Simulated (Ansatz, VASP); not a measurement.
## Os: VASP beside Ansatz

File INCAR:

```
SYSTEM = Os
  ALGO = Normal
  EDIFF = 1E-7
  ENCUT = 520
  GGA = PE
  ISIF = 2
  ISMEAR = -1
  LASPH = .TRUE.
  LCHARG = .TRUE.
  LELF = .TRUE.
  LREAL = .FALSE.
  LVHAR = .TRUE.
  LWAVE = .FALSE.
  NBANDS = 15
  NELM = 100
  PREC = Accurate
  SIGMA = 0.05
```

File KPOINTS:

```
k-points
0
G
  15 15 9
  0 0 0
```

POSCAR

```
Os
1.0
    2.7249557601      0.0000000000      0.0000000000
   -1.3624778801      2.3598809125      0.0000000000
    0.0000000000      0.0000000000      4.3052527349
Os
2
Direct
    0.3333333333      0.6666666667      0.2500000000
    0.6666666667      0.3333333333      0.7500000000
```

Input for Ansatz:

```yaml
crystal:
  lattice:
    - [2.7249557601, 0.0, 0.0]
    - [-1.3624778801, 2.3598809125, 0.0]
    - [0.0, 0.0, 4.3052527349]
  atoms:
    - { symbol: Os, position: [0.3333333333, 0.6666666667, 0.25] }
    - { symbol: Os, position: [0.6666666667, 0.3333333333, 0.75] }
kpoints:
  mp_grid: { grid: [15, 15, 9] }
  band_path:
    path:
      - [0.0, 0.0, 0.0]
      - [0.5, 0.0, 0.0]
      - [0.3333333333, 0.3333333333, 0.0]
      - [0.0, 0.0, 0.0]
      - [0.0, 0.0, 0.5]
      - [0.5, 0.0, 0.5]
      - [0.3333333333, 0.3333333333, 0.5]
      - [0.0, 0.0, 0.5]
      - [0.5, 0.0, 0.5]
    npoints: 5
scf:
  occupations: { method: fermi_dirac, width: 0.05 }
hamiltonian:
  xc: pbe
  pseudopotentials: { kind: all_electron, lapw: { basis_error: 0.0005 } }
output:
  forces: true
  stress: true
  eigenvalues: true
```

Change from the starting cell: volume scaled by 0.99.

Alike in both runs: task single point; functional PBE; k mesh 15 × 15 × 9; occupations fermi-dirac, width 0.05 eV; no spin polarisation.

|  | VASP | Ansatz |
| --- | --- | --- |
| version | VASP 6.6.1 | Ansatz 0.2.0 |
| potentials or method | VASP PAW PBE potentials, release 64 (Os), cutoff 520 eV | all-electron LAPW, scalar-relativistic |

```tsv
	VASP	Ansatz	Ansatz less VASP
pressure (GPa)	13.3	13.1	-0.15
traceless stress, the component that is largest in VASP (GPa)	0.72	0.80	+0.078
```

Ansatz ran all-electron here, and VASP with PAW potentials.

Spin-orbit coupling is off throughout.
